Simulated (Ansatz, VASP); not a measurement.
**Ce: VASP beside Ansatz**

INCAR

```
PREC = Accurate ; ENCUT = 500
EDIFF = 1E-6 ; ISMEAR = -1
SIGMA = 0.1 ; LREAL = False
LASPH = True ; NELM = 200
ALGO = Normal ; ISIF = 2
LWAVE = False ; LCHARG = False
GGA = CA ; NBANDS = 12
GGA_COMPAT = False ; LMAXMIX = 6
```

Contents of KPOINTS:

```
Automatic mesh
0
Gamma
  10 10 10
```

Contents of POSCAR:

```
Ce
1.0
    0.0000000000      2.2649297842      2.2649297842
    2.2649297842      0.0000000000      2.2649297842
    2.2649297842      2.2649297842      0.0000000000
Ce
1
Direct
    0.0000000000      0.0000000000      0.0000000000
```

Input for Ansatz:

```yaml
crystal:
  lattice:
    - [0.0, 2.2649297842, 2.2649297842]
    - [2.2649297842, 0.0, 2.2649297842]
    - [2.2649297842, 2.2649297842, 0.0]
  atoms:
    - { symbol: Ce, position: [0.0, 0.0, 0.0] }
hamiltonian:
  xc: lda
  pseudopotentials:
    kind: paw
    azcp:
      Ce: "pseudopotentials/Ce.paw.azcp"
basis:
  ecutwfc: 420
  fft_grid_basis: typed
kpoints:
  mp_grid: { grid: [10, 10, 10], shift: [0, 0, 0] }
magnetization:
  spin_polarized: false
scf:
  occupations: { method: fermi_dirac, width: 0.1 }
  lower_state_search: "off"
output:
  stress: true
```

Alike in both runs: task single point; functional LDA; k mesh 10 × 10 × 10; occupations fermi-dirac, width 0.1 eV; no spin polarisation.

|  | VASP | Ansatz |
| --- | --- | --- |
| version | VASP 6.6.1 | Ansatz 0.2.0 |
| potentials or method | VASP PAW LDA potentials, release 64 (Ce), cutoff 500 eV | plane waves (420 eV) with PAW, scalar-relativistic |
| valence electrons in the cell | 12 | 12 |

Ansatz gave:

| Quantity | Value |
| --- | --- |
| pressure (GPa) | -0.1 |

Problem. Which values does VASP return?

Solution. Pressure (GPa): -0.7.

Ansatz warns that its potentials were made for another functional, while VASP's fit it. LDA's correlation is that of Perdew and Zunger in VASP and of Perdew and Wang (1992) in Ansatz.

Spin-orbit coupling is off throughout.
